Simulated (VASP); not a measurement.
Set up this calculation in VASP 6.6.1, as the native input.

```yaml
Task: single point
Functional: PBE
Potentials_or_basis: VASP PAW PBE potentials, release 64 (Ba_sv, Si)
Cutoff: 520 eV
k_mesh: 6 × 6 × 3
Occupations: gaussian, width 0.05 eV
Spin: no spin polarisation
Dipole_correction: no
Further_INCAR_settings: ALGO = Normal; EDIFF = 1e-07; NBANDS = 32
```

The structure of BaSi3 lies in POSCAR:

```
BaSi3
1.0
    4.4872196948      0.0000000000      0.0000000000
    0.0000000000      4.4872196948      0.0000000000
    0.0000000000      0.0000000000      8.9744393896
Ba Si
2 6
Direct
    0.0000000000      0.0000000000      0.0000000000
    0.0000000000      0.0000000000      0.5000000000
    0.0000000000      0.5000000000      0.2500000000
    0.5000000000      0.5000000000      0.0000000000
    0.5000000000      0.0000000000      0.2500000000
    0.0000000000      0.5000000000      0.7500000000
    0.5000000000      0.5000000000      0.5000000000
    0.5000000000      0.0000000000      0.7500000000
```

The input as run:

INCAR

```
PREC = Accurate
ENCUT = 520
EDIFF = 1E-7
ISMEAR = 0
SIGMA = 0.05
LREAL = False
LASPH = True
NELM = 80
ALGO = Normal
ISIF = 2
LWAVE = False
LCHARG = False
GGA = PE
NBANDS = 32
```

KPOINTS

```
regular mesh
0
Gamma
  6 6 3
```

Potentials or basis: VASP PAW PBE potentials, release 64 (Ba_sv, Si).

The run is started by

```console
$ cat potpaw_PBE.64/Ba_sv/POTCAR potpaw_PBE.64/Si/POTCAR > POTCAR
$ mpirun -np 1 vasp_std > vasp.out
```

It gave:

The pressure is 0.8 GPa and the band gap on the k mesh is zero (bands 22 and 23 overlap by 0.86 eV).

Caveat: spin-orbit coupling is left out, which moves the levels of the heavy elements.

Wall time 100 s on 1 thread of Intel(R) Xeon(R) Platinum 8259CL CPU @ 2.50GHz (Skylake/Cascade Lake), with other jobs on the host, peak memory 0.33 GiB.
